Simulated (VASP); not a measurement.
**Yb: single point with PBE**

Yb:

```
Yb
1.0
     0.00000    2.61516    2.61516
     2.61516    0.00000    2.61516
     2.61516    2.61516    0.00000
Yb
1
Direct
  0.00000 0.00000 0.00000
```

| Item | Value |
| --- | --- |
| Program | VASP 6.6.1 |
| Task | single point |
| Functional | PBE |
| Potentials or basis | VASP PAW PBE potentials, release 64 (Yb) |
| Cutoff | 520 eV |
| k mesh | 17 × 17 × 17 |
| Occupations | fermi-dirac, width 0.1 eV |
| Spin | no spin polarisation |

```yaml
Pressure: -0.7 GPa
Band_gap_on_the_k_mesh: zero (bands 12 and 13 overlap by 0.01 eV)
```

Levels at points of the mesh, in eV from the Fermi level:
```tsv
k point	band 9	band 10	band 11	band 12	band 13	band 14	band 15	band 16
(0.00, 0.00, 0.00)	-0.54	-0.44	-0.44	-0.44	2.81	2.81	2.81	4.94
```

It took 4.6 min on 1 thread of Intel Xeon 8259CL (shared host), peak memory 0.26 GiB.

Caveat: spin-orbit coupling is left out, which moves the levels of the heavy elements. Spin polarisation is off, so any magnetic state and its effect on volume and gap are missing.
